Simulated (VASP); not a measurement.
# Mg8HO8 (a cell with a defect) in VASP: a series of runs

The runs below take Mg8HO8 (a cell with a defect) through single point, with PBE+D3(BJ).

All numbers are computed with VASP 6.6.1; they aren't measurements. Logs are shortened: lines on timing, memory, paths and dates and some standing lists are left out, and cuts for length are marked.

## (1) The cell of the first run

The cell holds a defect, 17 atoms: a = 6.034 Å, b = 6.034 Å, c = 6.034 Å, α = 60.00°, β = 60.00°, γ = 60.00°.

## (2) Single point, PBE+D3(BJ)

Input file INCAR:

```
PREC = Accurate
ENCUT = 520
EDIFF = 1E-6
ISMEAR = 0
SIGMA = 0.02
LREAL = Auto
LASPH = True
NELM = 60
ALGO = Normal
ISIF = 2
LWAVE = False
LCHARG = False
GGA = PE
IVDW = 12
NELECT = 64.0
NBANDS = 46
```

Input file KPOINTS:

```
Automatic mesh
0
Gamma
  3 3 3
```

Input file POSCAR:

```
Mg8HO8
1.0
    0.0000000000      4.2665000000      4.2665000000
    4.2665000000      0.0000000000      4.2665000000
    4.2665000000      4.2665000000      0.0000000000
Mg O H
8 8 1
Direct
    0.0176319016     -0.0195109476      0.0218946213
    0.0177471962     -0.0195966628      0.4795918951
    0.0101104422      0.4970615700     -0.0037341347
    0.0177417913      0.5226624825      0.4796472886
    0.5097669332     -0.0106710684      0.0002721739
    0.5033009070     -0.0006981275      0.4985708498
    0.5097553634      0.5011367886      0.0002925914
    0.5097394518      0.5011403970      0.4884652242
    0.2538138152      0.2477102432      0.2512514082
    0.2538421090      0.2477362430      0.7469592857
    0.2684798944      0.7442919173      0.2434126488
    0.2538025863      0.7519996950      0.7469544680
    0.7605323942      0.2444142136      0.2473698133
    0.7547922753      0.2488713534      0.7480157019
    0.7605278633      0.7481790742      0.2473681267
    0.7605673542      0.7481617615      0.7436074416
   -0.0457935784      0.1823015670      0.6814730960
```

Potentials or basis: VASP PAW PBE potentials, release 64 (Mg, O, H).

Command:

```
$ cat potpaw_PBE.64/Mg/POTCAR potpaw_PBE.64/O/POTCAR potpaw_PBE.64/H/POTCAR > POTCAR
$ mpirun -np 1 vasp_std > vasp.out
```

OUTCAR:

```text
PREC = Accurate
   ENCUT = 520
   EDIFF = 1E-6
   ISMEAR = 0
   LREAL = Auto
   LASPH = True
   NELM = 60
   ISIF = 2
   GGA = PE
   IVDW = 12
   NELECT = 64.0
 IVDW          = 12

 ion  position               nearest neighbor table
   1  0.018  0.980  0.022-  17 1.91  11 2.02  13 2.09  15 2.09  12 2.15  10 2.15  14 2.29   2 2.76
                             4 2.76   7 2.93   5 2.93   6 2.99   3 3.02   3 3.02   6 3.05   5 3.10
   2  0.018  0.980  0.480-  17 1.91  11 2.02  16 2.09  13 2.09   9 2.15  12 2.15  14 2.29   1 2.76
                             4 2.76   8 2.93   5 2.93   6 2.99   3 3.02   3 3.02   6 3.05   5 3.11
   3  0.010  0.497  0.996-  12 2.13  10 2.13   9 2.13  16 2.14  15 2.14  13 2.14   8 2.99   7 2.99
                             5 2.99   1 3.02   2 3.02   4 3.02   1 3.02   4 3.02   2 3.02   5 3.04
   4  0.018  0.523  0.480-  17 1.91  11 2.02  16 2.09  15 2.09   9 2.15  10 2.15  14 2.29   2 2.76
                             1 2.76   8 2.93   7 2.93   6 2.99   3 3.02   3 3.02   6 3.05   7 3.11
   5  0.510  0.989  0.000-  11 2.07  16 2.12  15 2.12  14 2.15  10 2.17   9 2.17   2 2.93   1 2.93
                             7 2.95   8 2.95   3 2.99   6 3.02   6 3.02   3 3.04   8 3.09   7 3.09
   6  0.503  0.999  0.499-  12 2.12   9 2.12  10 2.12  16 2.14  15 2.14  13 2.14   1 2.99   2 2.99
                             4 2.99   7 3.02   5 3.02   8 3.02   8 3.02   5 3.02   7 3.02   4 3.05
   7  0.510  0.501  0.000-  11 2.07  16 2.12  13 2.12  14 2.15  12 2.17   9 2.17   4 2.93   1 2.93
                             8 2.95   5 2.95   3 2.99   6 3.02   6 3.02   3 3.04   5 3.09   8 3.09
   8  0.510  0.501  0.488-  11 2.07  13 2.12  15 2.12  14 2.15  10 2.17  12 2.17   2 2.93   4 2.93
                             7 2.95   5 2.95   3 2.99   6 3.02   6 3.02   3 3.04   5 3.09   7 3.09
   9  0.254  0.248  0.251-   6 2.12   3 2.13   4 2.15   2 2.15   5 2.17   7 2.17
  10  0.254  0.248  0.747-   6 2.12   3 2.13   4 2.15   1 2.15   5 2.17   8 2.17
  11  0.268  0.744  0.243-   2 2.02   4 2.02   1 2.02   7 2.07   8 2.07   5 2.07
  12  0.254  0.752  0.747-   6 2.12   3 2.13   1 2.15   2 2.15   7 2.17   8 2.17
  13  0.761  0.244  0.247-   1 2.09   2 2.09   8 2.12   7 2.12   3 2.14   6 2.14
  14  0.755  0.249  0.748-  17 0.98   7 2.15   5 2.15   8 2.15   1 2.29   4 2.29   2 2.29
  15  0.761  0.748  0.247-   1 2.09   4 2.09   8 2.12   5 2.12   3 2.14   6 2.14
  16  0.761  0.748  0.744-   2 2.09   4 2.09   5 2.12   7 2.12   3 2.14   6 2.14
  17  0.954  0.182  0.681-  14 0.98   2 1.91   4 1.91   1 1.91

  LATTYP: Found a face centered cubic cell.
 ALAT       =     8.5330000000

  Lattice vectors:

 A1 = (   0.0000000000,   4.2665000000,   4.2665000000)
 A2 = (   4.2665000000,   0.0000000000,   4.2665000000)
 A3 = (   4.2665000000,   4.2665000000,   0.0000000000)

Analysis of symmetry for initial positions (statically):
=====================================================================
 Subroutine PRICEL returns:
 Original cell was already a primitive cell.

 Routine SETGRP: Setting up the symmetry group for a
 face centered cubic supercell.

 Subroutine GETGRP returns: Found  1 space group operations
 (whereof  1 operations were pure point group operations)
 out of a pool of 48 trial point group operations.

The static configuration has the point symmetry C_1 .

Analysis of symmetry for dynamics (positions and initial velocities):
=====================================================================
 Subroutine PRICEL returns:
 Original cell was already a primitive cell.

 Routine SETGRP: Setting up the symmetry group for a
 face centered cubic supercell.

 Subroutine GETGRP returns: Found  1 space group operations
 (whereof  1 operations were pure point group operations)
 out of a pool of 48 trial point group operations.

The dynamic configuration has the point symmetry C_1 .

 Subroutine INISYM returns: Found  1 space group operations
 (whereof  1 operations are pure point group operations),
 and found     1 'primitive' translations

----------------------------------------------------------------------------------------

                                     Primitive cell

  volume of cell :     155.3264

  direct lattice vectors                    reciprocal lattice vectors
     0.000000000  4.266500000  4.266500000    -0.117192078  0.117192078  0.117192078
     4.266500000  0.000000000  4.266500000     0.117192078 -0.117192078  0.117192078
     4.266500000  4.266500000  0.000000000     0.117192078  0.117192078 -0.117192078

  length of vectors
     6.033742164  6.033742164  6.033742164     0.202982633  0.202982633  0.202982633

  position of ions in fractional coordinates (direct lattice)
     0.017631902  0.980489052  0.021894621
     0.017747196  0.980403337  0.479591895
     0.010110442  0.497061570  0.996265865
     0.017741791  0.522662483  0.479647289
     0.509766933  0.989328932  0.000272174
     0.503300907  0.999301872  0.498570850
[... 9 lines left out ...]
     0.760567354  0.748161762  0.743607442
     0.954206422  0.182301567  0.681473096

  ion indices of the primitive-cell ions
   primitive index   ion index
                 1           1
                 2           2
                 3           3
                 4           4
                 5           5
                 6           6
[... 9 lines left out ...]
                16          16
                17          17

----------------------------------------------------------------------------------------

 KPOINTS: Automatic mesh

Automatic generation of k-mesh.
 Grid dimensions read from file:
 generate k-points for:    3    3    3

 Generating k-lattice:

  Cartesian coordinates                     Fractional coordinates (reciprocal lattice)
    -0.039064026  0.039064026  0.039064026     0.333333333  0.000000000  0.000000000
     0.039064026 -0.039064026  0.039064026     0.000000000  0.333333333  0.000000000
     0.039064026  0.039064026 -0.039064026     0.000000000  0.000000000  0.333333333

  Length of vectors
     0.067660878  0.067660878  0.067660878

  Shift w.r.t. Gamma in fractional coordinates (k-lattice)
     0.000000000  0.000000000  0.000000000

 Subroutine IBZKPT returns following result:
 ===========================================

 Found     14 irreducible k-points:

 Following reciprocal coordinates:
            Coordinates               Weight
  0.000000  0.000000  0.000000      1.000000
  0.333333  0.000000  0.000000      2.000000
  0.000000  0.333333  0.000000      2.000000
  0.000000  0.000000  0.333333      2.000000
  0.333333  0.333333  0.333333      2.000000
  0.333333  0.333333  0.000000      2.000000
  0.000000  0.333333  0.333333      2.000000
  0.333333  0.000000  0.333333      2.000000
 -0.333333  0.333333  0.000000      2.000000
  0.000000 -0.333333  0.333333      2.000000
  0.333333  0.000000 -0.333333      2.000000
  0.333333  0.333333 -0.333333      2.000000
 -0.333333  0.333333 -0.333333      2.000000
  0.333333 -0.333333 -0.333333      2.000000
   k-points           NKPTS =     14   k-points in BZ     NKDIM =     14   number of bands    NBANDS=     46
   number of dos      NEDOS =    301   number of ions     NIONS =     17
   total plane-waves  NPLWV = 110592
   dimension x,y,z NGX =    48 NGY =   48 NGZ =   48
   dimension x,y,z NGXF=    96 NGYF=   96 NGZF=   96
   ions per type =               8   8   1
   NGX,Y,Z   is equivalent  to a cutoff of  13.23, 13.23, 13.23 a.u.
   NGXF,Y,Z  is equivalent  to a cutoff of  26.45, 26.45, 26.45 a.u.
 SYSTEM =  unknown system
   PREC   = accura    normal or accurate (medium, high low for compatibility)
   ISTART =      0    job   : 0-new  1-cont  2-samecut
   ICHARG =      2    charge: 1-file 2-atom 10-const
   ISPIN  =      1    spin polarized calculation?
   LNONCOLLINEAR =      F non collinear calculations
   LSORBIT =      F    spin-orbit coupling
   LASPH  =      T    aspherical Exc in radial PAW
   ENCUT  =  520.0 eV  38.22 Ry    6.18 a.u.  11.22 11.22 11.22*2*pi/ulx,y,z
   NELM   =     60;   NELMIN=  2; NELMDL= -5     # of ELM steps
   EDIFF  = 0.1E-05   stopping-criterion for ELM
   LREAL  =      T    real-space projection
   EDIFFG = 0.1E-04   stopping-criterion for IOM
   NSW    =      0    number of steps for IOM
   IBRION =     -1    ionic relax: 0-MD 1-quasi-New 2-CG
   NFREE  =      0    steps in history (QN), initial steepest desc. (CG)
   ISIF   =      2    stress and relaxation
   ISYM   =      2    0-nonsym 1-usesym 2-fastsym
   POTIM  = 0.5000    time-step for ionic-motion
   TEBEG  =    0.0;   TEEND  =   0.0 temperature during run
   PSTRESS=    0.0 pullay stress
   NELECT =      64.0000    total number of electrons
   NUPDOWN=      -1.0000    fix difference up-down
   EMIN   =  10.00;   EMAX   =-10.00  energy-range for DOS
   EFERMI =   0.00;   METHOD = LEGACY
   ISMEAR =     0;   SIGMA  =   0.02  broadening in eV -4-tet -1-fermi 0-gaus
   EFERMI_NEDOS =   21; number of points for ismear=-14 and -15
   IALGO  =     38    algorithm
   IMIX   =      4    mixing-type and parameters
     AMIX     =   0.40;   BMIX     =  1.00
     AMIX_MAG =   1.60;   BMIX_MAG =  1.00
  volume/ion in A,a.u.               =       9.14        61.66
  Fermi-wavevector in a.u.,A,eV,Ry     =   1.218203  2.302070 20.191305  1.484019
  Thomas-Fermi vector in A             =   2.353498
   LORBIT       =      0    0 simple, 1 ext, 2 COOP (PROOUT), +10 PAW based schemes
   GGA     = PE    functional components
   LHFCALC =     F    Hartree Fock is set to
   AEXX    =    0.0000 exact exchange contribution
   IVDW    =    12    specifies the selected vdW correction
   LEPSILON=     F    determine dielectric tensor
   LRPA    =     F    only Hartree local field effects (RPA)
 non-spin polarized calculation
 Gauss-broadening in eV      SIGMA  =   0.02
  energy-cutoff  :      520.00
  volume of cell :      155.33
 maximum number of plane-waves:      4279
 NGX is ok and might be reduce to    48
   NGX = 23   NGY = 23   NGZ = 23

 number of electron      64.0000000 magnetization

 Free energy of the ion-electron system (eV)
  ---------------------------------------------------
  ext. energy  EPLUGINS =         0.00000000
  ---------------------------------------------------
  free energy    TOTEN  =      -102.14160337 eV

  energy without entropy =     -102.14160337  energy(sigma->0) =     -102.14160337

 E-fermi :   3.1880     XC(G=0): -10.8722

 val. band max:        3.0265728360   @ k =   0.0000   0.0000   0.0000
 cond. band min:       6.9494460743   @ k =   0.0000   0.0000   0.0000
 fundamental gap:      3.9228732383
 Fermi energy:         3.1880193538

 k-point     1 :       0.0000    0.0000    0.0000
  band No.  band energies     occupation
      1     -16.7634      2.00000
      2     -13.8890      2.00000
      3     -13.0436      2.00000
      4     -12.6645      2.00000
      5     -12.6595      2.00000
      6     -12.6592      2.00000
[... 36 lines left out ...]
     43      12.7842      0.00000
     44      14.3566      0.00000

 k-point     2 :       0.3333    0.0000    0.0000
  band No.  band energies     occupation
      1     -16.7474      2.00000
      2     -13.7550      2.00000
      3     -13.0852      2.00000
      4     -12.8620      2.00000
      5     -12.6087      2.00000
      6     -12.6083      2.00000
[... 36 lines left out ...]
     43      13.2290      0.00000
     44      14.0864      0.00000

 k-point     3 :       0.0000    0.3333    0.0000
  band No.  band energies     occupation
      1     -16.7496      2.00000
      2     -13.7582      2.00000
      3     -13.0608      2.00000
      4     -12.8652      2.00000
      5     -12.6111      2.00000
      6     -12.6088      2.00000
[... 506 lines left out ...]
     43      14.1155      0.00000
     44      14.2689      0.00000

 k-point    14 :       0.3333   -0.3333   -0.3333
  band No.  band energies     occupation
      1     -16.7397      2.00000
      2     -13.6332      2.00000
      3     -13.0461      2.00000
      4     -13.0020      2.00000
      5     -12.6752      2.00000
      6     -12.6520      2.00000
[... 36 lines left out ...]
     43      13.9460      0.00000
     44      14.3577      0.00000
 [bands above 44 left out]

------------------------ aborting loop because EDIFF is reached ----------------------------------------

 Edisp (eV)   -4.67809

 E8    (eV) :    -1.8127

  FORCE on cell =-STRESS in cart. coord.  units (eV):
  Direction    XX          YY          ZZ          XY          YZ          ZX
  --------------------------------------------------------------------------------------
  -------------------------------------------------------------------------------------
  Total     -10.18727   -10.19930   -10.19742     1.82970    -1.82337     1.83185
  in kB    -105.08073  -105.20484  -105.18545    18.87320   -18.80789    18.89541
  external pressure =     -105.16 kB  Pullay stress =        0.00 kB

 VOLUME and BASIS-vectors are now :
 -----------------------------------------------------------------------------
  energy-cutoff  :      520.00
  volume of cell :      155.33
      direct lattice vectors                 reciprocal lattice vectors
     0.000000000  4.266500000  4.266500000    -0.117192078  0.117192078  0.117192078
     4.266500000  0.000000000  4.266500000     0.117192078 -0.117192078  0.117192078
     4.266500000  4.266500000  0.000000000     0.117192078  0.117192078 -0.117192078

 POSITION                                       TOTAL-FORCE (eV/Angst)
 -----------------------------------------------------------------------------------
      4.27667      0.16864      4.25848        -0.002699      0.032474      0.002644
      6.22907      2.12190      4.25861        -0.030448      0.001246      0.001576
      6.37128      4.29370      2.16385         0.003376     -0.002934     -0.003418
      4.27635      2.12211      2.30563        -0.001074      0.000584      0.031204
      4.22213      2.17608      6.39589         0.001414     -0.000731     -0.015315
      6.39067      4.27449      6.41085         0.001152     -0.002554     -0.000714
[... 9 lines left out ...]
      6.36463      6.41756      6.43699         0.002396      0.000287     -0.002934
      3.68529      6.97863      4.84891        -0.076183      0.077016      0.077837
 -----------------------------------------------------------------------------------
    total drift:                                0.003487     -0.001435     -0.009076

  FREE ENERGIE OF THE ION-ELECTRON SYSTEM (eV)
  ---------------------------------------------------
  free  energy   TOTEN  =      -106.8196909809 eV

  energy  without entropy=     -106.8196909809  energy(sigma->0) =     -106.81969098
```

It took 2 min on 1 thread of Intel Xeon 6975P-C (Granite Rapids), shared host; peak memory 0.35 GiB.

Results:

```
Free energy                : -106.8197 eV
Largest force              : 0.133 eV/Å
Dispersion energy per atom : -0.275 eV
```

Forces on the atoms (eV/Å):
```
Mg  -0.003  0.032  0.003
Mg  -0.030  0.001  0.002
Mg   0.003 -0.003 -0.003
Mg  -0.001  0.001  0.031
Mg   0.001 -0.001 -0.015
Mg   0.001 -0.003 -0.001
Mg   0.014 -0.001 -0.001
Mg   0.001 -0.013 -0.001
O    0.004 -0.005 -0.004
O    0.004 -0.005 -0.004
O   -0.002  0.004  0.002
O    0.005 -0.006 -0.004
O    0.003 -0.003  0.000
O    0.074 -0.074 -0.076
O   -0.001 -0.003 -0.003
O    0.002  0.000 -0.003
H   -0.076  0.077  0.078
```

Caveat: the k points lie up to 0.43 Å⁻¹ apart; the cell carries a net charge on a neutralising background, which shifts energy and pressure; the cell is charged against a uniform background, so pressure and absolute levels hang on convention.

(Part 1 of 3 ends here.)
